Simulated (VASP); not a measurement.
# NaI (F-43m) in VASP: notebook

The runs below take NaI through single point, with r2SCAN.

Everything below comes from runs of VASP 6.6.1. Logs are shortened: lines on timing, memory, paths and dates and some standing lists are left out, and cuts for length are marked.

### 1 The cell of the first run

Symmetry: F-43m, No. 216, cubic system. The conventional cell has a = 7.086 Å, b = 7.086 Å, c = 7.086 Å, α = 90.00°, β = 90.00°, γ = 90.00°. Within 4.0 Å of Na (site symmetry -43m) lie 4 I at 3.07 Å. I (site symmetry -43m) has 4 Na at 3.07 Å within 4.0 Å.

### 2 Single point, r2SCAN

Contents of POSCAR:

```
NaI
1.0
    0.0000000000      3.5431916810      3.5431916810
    3.5431916810      0.0000000000      3.5431916810
    3.5431916810      3.5431916810      0.0000000000
Na I
1 1
Direct
    0.0000000000      0.0000000000      0.0000000000
    0.2500000000      0.2500000000      0.2500000000
```

Contents of INCAR.step1:

```
SYSTEM = NaI
ALGO = Normal
EDIFF = 1E-4
ENCUT = 520
GGA = PE
ISMEAR = 0
LASPH = .TRUE.
LCHARG = .FALSE.
LREAL = .FALSE.
LWAVE = .TRUE.
NBANDS = 14
NELM = 80
PREC = Accurate
SIGMA = 0.001
```

Contents of INCAR.step2:

```
SYSTEM = NaI
ALGO = Normal
EDIFF = 1E-6
ENCUT = 520
ISIF = 2
ISMEAR = 0
ISTART = 1
LASPH = .TRUE.
LCHARG = .FALSE.
LMIXTAU = .TRUE.
LREAL = .FALSE.
LWAVE = .FALSE.
METAGGA = R2SCAN
NBANDS = 14
NELM = 80
PREC = Accurate
SIGMA = 0.001
```

Contents of KPOINTS:

```
k-points
0
G
  4 4 4
  0 0 0
```

Potentials or basis: VASP PAW PBE potentials, release 64 (Na_pv, I).

The run is started by

```console
> cat potpaw_PBE.64/Na_pv/POTCAR potpaw_PBE.64/I/POTCAR > POTCAR
> cp INCAR.step1 INCAR
> mpirun -np 1 vasp_std > vasp.out
> cp INCAR.step2 INCAR
> mpirun -np 1 vasp_std > vasp.out
```

OUTCAR:

```text
SYSTEM = NaI
   EDIFF = 1E-6
   ENCUT = 520
   ISIF = 2
   ISMEAR = 0
   ISTART = 1
   LASPH = .TRUE.
   LREAL = .FALSE.
   METAGGA = R2SCAN
   NELM = 80
   PREC = Accurate

 ion  position               nearest neighbor table
   1  0.000  0.000  0.000-   2 3.07   2 3.07   2 3.07   2 3.07
   2  0.250  0.250  0.250-   1 3.07   1 3.07   1 3.07   1 3.07

  LATTYP: Found a face centered cubic cell.
 ALAT       =     7.0863833620

  Lattice vectors:

 A1 = (   0.0000000000,   3.5431916810,   3.5431916810)
 A2 = (   3.5431916810,   0.0000000000,   3.5431916810)
 A3 = (   3.5431916810,   3.5431916810,   0.0000000000)

Analysis of symmetry for initial positions (statically):
=====================================================================
 Subroutine PRICEL returns:
 Original cell was already a primitive cell.

 Routine SETGRP: Setting up the symmetry group for a
 face centered cubic supercell.

 Subroutine GETGRP returns: Found 24 space group operations
 (whereof 24 operations were pure point group operations)
 out of a pool of 48 trial point group operations.

The static configuration has the point symmetry T_d .

Analysis of symmetry for dynamics (positions and initial velocities):
=====================================================================
 Subroutine PRICEL returns:
 Original cell was already a primitive cell.

 Routine SETGRP: Setting up the symmetry group for a
 face centered cubic supercell.

 Subroutine GETGRP returns: Found 24 space group operations
 (whereof 24 operations were pure point group operations)
 out of a pool of 48 trial point group operations.

The dynamic configuration has the point symmetry T_d .

 Subroutine INISYM returns: Found 24 space group operations
 (whereof 24 operations are pure point group operations),
 and found     1 'primitive' translations

----------------------------------------------------------------------------------------

                                     Primitive cell

  volume of cell :      88.9639

  direct lattice vectors                    reciprocal lattice vectors
     0.000000000  3.543191681  3.543191681    -0.141115707  0.141115707  0.141115707
     3.543191681  0.000000000  3.543191681     0.141115707 -0.141115707  0.141115707
     3.543191681  3.543191681  0.000000000     0.141115707  0.141115707 -0.141115707

  length of vectors
     5.010829729  5.010829729  5.010829729     0.244419575  0.244419575  0.244419575

  position of ions in fractional coordinates (direct lattice)
     0.000000000  0.000000000  0.000000000
     0.250000000  0.250000000  0.250000000

  ion indices of the primitive-cell ions
   primitive index   ion index
                 1           1
                 2           2

----------------------------------------------------------------------------------------

 KPOINTS: k-points

Automatic generation of k-mesh.
 Grid dimensions read from file:
 generate k-points for:    4    4    4

 Generating k-lattice:

  Cartesian coordinates                     Fractional coordinates (reciprocal lattice)
    -0.035278927  0.035278927  0.035278927     0.250000000  0.000000000  0.000000000
     0.035278927 -0.035278927  0.035278927     0.000000000  0.250000000  0.000000000
     0.035278927  0.035278927 -0.035278927     0.000000000  0.000000000  0.250000000

  Length of vectors
     0.061104894  0.061104894  0.061104894

  Shift w.r.t. Gamma in fractional coordinates (k-lattice)
     0.000000000  0.000000000  0.000000000

 Subroutine IBZKPT returns following result:
 ===========================================

 Found      8 irreducible k-points:

 Following reciprocal coordinates:
            Coordinates               Weight
  0.000000  0.000000  0.000000      1.000000
  0.250000  0.000000  0.000000      8.000000
  0.500000  0.000000  0.000000      4.000000
  0.250000  0.250000  0.000000      6.000000
  0.500000  0.250000  0.000000     24.000000
 -0.250000  0.250000  0.000000     12.000000
  0.500000  0.500000  0.000000      3.000000
 -0.250000  0.500000  0.250000      6.000000
   k-points           NKPTS =      8   k-points in BZ     NKDIM =      8   number of bands    NBANDS=     14
   number of dos      NEDOS =    301   number of ions     NIONS =      2
   total plane-waves  NPLWV =  64000
   dimension x,y,z NGX =    40 NGY =   40 NGZ =   40
   dimension x,y,z NGXF=    80 NGYF=   80 NGZF=   80
   ions per type =               1   1
   NGX,Y,Z   is equivalent  to a cutoff of  13.27, 13.27, 13.27 a.u.
   NGXF,Y,Z  is equivalent  to a cutoff of  26.54, 26.54, 26.54 a.u.
 SYSTEM =  NaI
   PREC   = accura    normal or accurate (medium, high low for compatibility)
   ISTART =      1    job   : 0-new  1-cont  2-samecut
   ICHARG =      0    charge: 1-file 2-atom 10-const
   ISPIN  =      1    spin polarized calculation?
   LNONCOLLINEAR =      F non collinear calculations
   LSORBIT =      F    spin-orbit coupling
   LASPH  =      T    aspherical Exc in radial PAW
   ENCUT  =  520.0 eV  38.22 Ry    6.18 a.u.   9.32  9.32  9.32*2*pi/ulx,y,z
   NELM   =     80;   NELMIN=  2; NELMDL=  0     # of ELM steps
   EDIFF  = 0.1E-05   stopping-criterion for ELM
   LREAL  =      F    real-space projection
   EDIFFG = 0.1E-04   stopping-criterion for IOM
   NSW    =      0    number of steps for IOM
   IBRION =     -1    ionic relax: 0-MD 1-quasi-New 2-CG
   NFREE  =      0    steps in history (QN), initial steepest desc. (CG)
   ISIF   =      2    stress and relaxation
   ISYM   =      2    0-nonsym 1-usesym 2-fastsym
   POTIM  = 0.5000    time-step for ionic-motion
   TEBEG  =    0.0;   TEEND  =   0.0 temperature during run
   PSTRESS=    0.0 pullay stress
   NELECT =      14.0000    total number of electrons
   NUPDOWN=      -1.0000    fix difference up-down
   EMIN   =  10.00;   EMAX   =-10.00  energy-range for DOS
   EFERMI =   0.00;   METHOD = LEGACY
   ISMEAR =     0;   SIGMA  =   0.00  broadening in eV -4-tet -1-fermi 0-gaus
   EFERMI_NEDOS =   21; number of points for ismear=-14 and -15
   IALGO  =     38    algorithm
   IMIX   =      4    mixing-type and parameters
     AMIX     =   0.40;   BMIX     =  1.00
     AMIX_MAG =   1.60;   BMIX_MAG =  1.00
  volume/ion in A,a.u.               =      44.48       300.18
  Fermi-wavevector in a.u.,A,eV,Ry     =   0.883852  1.670238 10.628794  0.781194
  Thomas-Fermi vector in A             =   2.004674
   LORBIT       =      0    0 simple, 1 ext, 2 COOP (PROOUT), +10 PAW based schemes
   METAGGA = R2SCAN    functional components
   LHFCALC =     F    Hartree Fock is set to
   AEXX    =    0.0000 exact exchange contribution
   IVDW    =     0    specifies the selected vdW correction
   LEPSILON=     F    determine dielectric tensor
   LRPA    =     F    only Hartree local field effects (RPA)
 non-spin polarized calculation
 Gauss-broadening in eV      SIGMA  =   0.00
  energy-cutoff  :      520.00
  volume of cell :       88.96
 maximum number of plane-waves:      2421
 NGX is ok and might be reduce to    40
   NGX = 19   NGY = 19   NGZ = 19

 number of electron      14.0000001 magnetization

 Free energy of the ion-electron system (eV)
  ---------------------------------------------------
  ext. energy  EPLUGINS =         0.00000000
  ---------------------------------------------------
  free energy    TOTEN  =       -30.91702159 eV

  energy without entropy =      -30.91702159  energy(sigma->0) =      -30.91702159

 E-fermi :  -1.3986     XC(G=0):  -6.8012

 val. band max:       -1.4598873438   @ k =   0.0000   0.0000   0.0000
 cond. band min:       2.9640323419   @ k =   0.0000   0.0000   0.0000
 fundamental gap:      4.4239196857
 Fermi energy:        -1.3985791267

 k-point     1 :       0.0000    0.0000    0.0000
  band No.  band energies     occupation
      1     -24.3445      2.00000
      2     -24.3442      2.00000
      3     -24.3442      2.00000
      4     -12.1956      2.00000
      5      -1.4599      2.00000
      6      -1.4599      2.00000
      7      -1.4599      2.00000
      8       2.9640      0.00000
      9       7.1065      0.00000
     10       7.1065      0.00000
     11       7.1067      0.00000
     12       8.8087      0.00000
     13       8.8087      0.00000
     14      10.4060      0.00000

 k-point     2 :       0.2500    0.0000    0.0000
  band No.  band energies     occupation
      1     -24.3456      2.00000
      2     -24.3446      2.00000
      3     -24.3444      2.00000
      4     -12.1279      2.00000
      5      -2.1489      2.00000
      6      -1.5274      2.00000
      7      -1.5274      2.00000
      8       4.0326      0.00000
      9       6.5744      0.00000
     10       7.1762      0.00000
     11       7.1763      0.00000
     12       8.5621      0.00000
     13       8.5621      0.00000
     14       9.5246      0.00000

 k-point     3 :       0.5000    0.0000    0.0000
  band No.  band energies     occupation
      1     -24.3469      2.00000
      2     -24.3448      2.00000
      3     -24.3445      2.00000
      4     -12.0580      2.00000
      5      -2.6758      2.00000
      6      -1.5917      2.00000
      7      -1.5917      2.00000
      8       4.6347      0.00000
      9       6.7254      0.00000
     10       6.7772      0.00000
     11       6.7773      0.00000
     12       9.8581      0.00000
     13      10.4374      0.00000
     14      10.4374      0.00000

 k-point     4 :       0.2500    0.2500    0.0000
  band No.  band energies     occupation
      1     -24.3457      2.00000
      2     -24.3448      2.00000
      3     -24.3446      2.00000
      4     -12.1057      2.00000
      5      -2.1217      2.00000
      6      -1.6685      2.00000
      7      -1.6685      2.00000
      8       4.2763      0.00000
      9       6.0320      0.00000
     10       6.8228      0.00000
     11       7.9907      0.00000
     12       7.9908      0.00000
     13       9.4730      0.00000
     14      11.8588      0.00000

 k-point     5 :       0.5000    0.2500    0.0000
  band No.  band energies     occupation
      1     -24.3467      2.00000
      2     -24.3451      2.00000
      3     -24.3449      2.00000
      4     -12.0359      2.00000
      5      -2.4751      2.00000
      6      -1.9422      2.00000
      7      -1.7305      2.00000
      8       4.8694      0.00000
      9       5.9250      0.00000
     10       6.8717      0.00000
     11       7.7922      0.00000
     12       9.1931      0.00000
     13      10.5840      0.00000
     14      11.1340      0.00000

 k-point     6 :      -0.2500    0.2500    0.0000
  band No.  band energies     occupation
      1     -24.3464      2.00000
      2     -24.3451      2.00000
      3     -24.3447      2.00000
      4     -12.0590      2.00000
      5      -2.3729      2.00000
      6      -1.9738      2.00000
      7      -1.5948      2.00000
      8       5.2821      0.00000
      9       5.8516      0.00000
     10       6.6035      0.00000
     11       7.4245      0.00000
     12       8.3881      0.00000
     13      10.3783      0.00000
     14      11.1464      0.00000

 k-point     7 :       0.5000    0.5000    0.0000
  band No.  band energies     occupation
      1     -24.3471      2.00000
      2     -24.3452      2.00000
      3     -24.3450      2.00000
      4     -12.0133      2.00000
      5      -2.5754      2.00000
      6      -1.8586      2.00000
      7      -1.8586      2.00000
      8       4.1103      0.00000
      9       5.3928      0.00000
     10       8.3842      0.00000
     11       9.7780      0.00000
     12       9.7781      0.00000
     13      10.7688      0.00000
     14      11.0275      0.00000

 k-point     8 :      -0.2500    0.5000    0.2500
  band No.  band energies     occupation
      1     -24.3469      2.00000
      2     -24.3454      2.00000
      3     -24.3451      2.00000
      4     -12.0128      2.00000
      5      -2.2946      2.00000
      6      -2.1994      2.00000
      7      -1.9105      2.00000
      8       4.9792      0.00000
      9       6.6524      0.00000
     10       6.6888      0.00000
     11       7.0850      0.00000
     12      10.1832      0.00000
     13      10.5941      0.00000
     14      11.0339      0.00000

------------------------ aborting loop because EDIFF is reached ----------------------------------------

  FORCE on cell =-STRESS in cart. coord.  units (eV):
  Direction    XX          YY          ZZ          XY          YZ          ZX
  --------------------------------------------------------------------------------------
  -------------------------------------------------------------------------------------
  Total       -0.0373274     -0.0373274     -0.0373274      0.0000000      0.0000000     -0.0000000
  in kB       -0.6722397     -0.6722397     -0.6722397      0.0000000      0.0000000     -0.0000000
  external PRESSURE =      -0.6722397 kB  Pullay stress =       0.0000000 kB

 VOLUME and BASIS-vectors are now :
 -----------------------------------------------------------------------------
  energy-cutoff  :      520.00
  volume of cell :       88.96
      direct lattice vectors                 reciprocal lattice vectors
     0.000000000  3.543191681  3.543191681    -0.141115707  0.141115707  0.141115707
     3.543191681  0.000000000  3.543191681     0.141115707 -0.141115707  0.141115707
     3.543191681  3.543191681  0.000000000     0.141115707  0.141115707 -0.141115707

 POSITION                                       TOTAL-FORCE (eV/Angst)
 -----------------------------------------------------------------------------------
      0.00000      0.00000      0.00000        -0.000000      0.000000      0.000000
      1.77160      1.77160      1.77160         0.000000     -0.000000     -0.000000
 -----------------------------------------------------------------------------------
    total drift:                               -0.000007     -0.000007     -0.000007

  FREE ENERGIE OF THE ION-ELECTRON SYSTEM (eV)
  ---------------------------------------------------
  free  energy   TOTEN  =       -30.9170215892 eV

  energy  without entropy=      -30.9170215892  energy(sigma->0) =      -30.91702159
```

Run time: 53 s. Hardware: 1 thread of Intel Xeon Platinum 8259CL at 2.50GHz (Skylake/Cascade Lake), shared host; peak memory 0.25 GiB.

Results:

* Free energy: -30.9170 eV
* Pressure: -0.1 GPa
* Band gap on the k mesh: 4.42 eV

Caveat: the structure was generated, so it needn't be the stable form of NaI; the PAW data sets were made with another functional, which shifts forces and pressure a little; spin-orbit coupling is left out, which moves the levels of the heavy elements.

### 3 Single point, r2SCAN

POSCAR is that of step 2.

Contents of INCAR.step1:

```
PREC = Accurate
ENCUT = 520
ISMEAR = -5
SIGMA = 0.1
LREAL = False
LASPH = True
NELM = 60
NBANDS = 14
GGA = PE
ALGO = Normal
EDIFF = 1E-4
LWAVE = True
LCHARG = False
```

Contents of INCAR.step2:

```
PREC = Accurate
ENCUT = 520
EDIFF = 1E-7
ISMEAR = -5
SIGMA = 0.1
LREAL = False
LASPH = True
NELM = 60
ALGO = Normal
ISIF = 2
LWAVE = False
LCHARG = False
METAGGA = R2SCAN
LMIXTAU = True
NBANDS = 14
ISTART = 1
```

Contents of KPOINTS:

```
regular mesh
0
Gamma
  4 4 4
```

Potentials or basis: VASP PAW PBE potentials, release 64 (Na_pv, I).

The run is started by

```console
> cat potpaw_PBE.64/Na_pv/POTCAR potpaw_PBE.64/I/POTCAR > POTCAR
> cp INCAR.step1 INCAR
> mpirun -np 1 vasp_std > vasp.out
> cp INCAR.step2 INCAR
> mpirun -np 1 vasp_std > vasp.out
```

It took 61 s on 1 thread of Intel Xeon Platinum 8259CL at 2.50GHz (Skylake/Cascade Lake), shared host; peak memory 0.26 GiB.

It converged, with:

```
Free energy            : -30.9170 eV
Pressure               : -0.1 GPa
Band gap on the k mesh : 4.42 eV
```

Levels at points of the mesh, in eV from the valence-band top:
| k point | band 5 | band 6 | band 7 | band 8 | band 9 | band 10 |
| --- | --- | --- | --- | --- | --- | --- |
| (0.00, 0.00, 0.00) | 0.00 | 0.00 | 0.00 | 4.42 | 8.57 | 8.57 |
| (0.50, 0.00, 0.00) | -1.22 | -0.13 | -0.13 | 6.09 | 8.19 | 8.24 |
| (0.50, 0.50, 0.00) | -1.12 | -0.40 | -0.40 | 5.57 | 6.85 | 9.84 |

Caveat: the structure was generated, so it needn't be the stable form of NaI; the PAW data sets were made with another functional, which shifts forces and pressure a little; spin-orbit coupling is left out, which moves the levels of the heavy elements.

### 4 Single point, r2SCAN

POSCAR is that of step 3.

Contents of INCAR.step1:

```
PREC = Accurate ; ENCUT = 520
ISMEAR = 0 ; SIGMA = 0.01
LREAL = False ; LASPH = True
NELM = 80 ; ISYM = 0
NBANDS = 14 ; GGA = PE
ALGO = Normal ; EDIFF = 1E-4
LWAVE = True ; LCHARG = False
```

Contents of INCAR.step2:

```
PREC = Accurate ; ENCUT = 520
EDIFF = 1E-7 ; ISMEAR = 0
SIGMA = 0.01 ; LREAL = False
LASPH = True ; NELM = 80
ALGO = Normal ; ISIF = 2
LWAVE = False ; LCHARG = False
METAGGA = R2SCAN ; LMIXTAU = True
ISYM = 0 ; NBANDS = 14
ISTART = 1
```

Contents of KPOINTS:

```
Automatic mesh
0
Gamma
  4 4 4
  0 0 0.5
```

The run is started by

```console
> cat potpaw_PBE.64/Na_pv/POTCAR potpaw_PBE.64/I/POTCAR > POTCAR
> cp INCAR.step1 INCAR
> mpirun -np 1 vasp_std > vasp.out
> cp INCAR.step2 INCAR
> mpirun -np 1 vasp_std > vasp.out
```

Wall time 9 min (1 thread of Intel Xeon Platinum 8259CL at 2.50GHz (Skylake/Cascade Lake), shared host); peak memory 0.36 GiB.

The run converged. Its results:

- Free energy: -30.9178 eV
- Pressure: -0.1 GPa
- Band gap on the k mesh: 4.79 eV

Levels at points of the mesh, in eV from the valence-band top:
| k point | band 5 | band 6 | band 7 | band 8 | band 9 | band 10 |
| --- | --- | --- | --- | --- | --- | --- |
| (0.00, 0.00, 0.12) | -0.21 | 0.00 | 0.00 | 4.79 | 8.35 | 8.69 |

Caveat: the structure was generated, so it needn't be the stable form of NaI; the PAW data sets were made with another functional, which shifts forces and pressure a little; spin-orbit coupling is left out, which moves the levels of the heavy elements; a shifted mesh leaves out Γ, where band edges can lie. A k mesh can miss the band edges.

### 5 The runs side by side

| k mesh | smearing | gap on the mesh (eV) | pressure (GPa) |
| --- | --- | --- | --- |
| 4 × 4 × 4 | gaussian 0.001 eV | 4.42 | -0.1 |
| 4 × 4 × 4 | tetrahedron | 4.42 | -0.1 |
| 4 × 4 × 4, shifted | gaussian 0.01 eV | 4.79 | -0.1 |

Alike in all rows: task single point; level r2SCAN; potentials or basis VASP PAW PBE potentials, release 64 (Na_pv, I); no spin polarisation; cell as given; cutoff (eV) 520.

Caveats: the structure was generated, so it needn't be the stable form of NaI; the PAW data sets were made with another functional, which shifts forces and pressure a little; spin-orbit coupling is left out, which moves the levels of the heavy elements; a shifted mesh leaves out Γ, where band edges can lie (at least some runs).

Absolute energies hang on the potentials; compare differences alone.
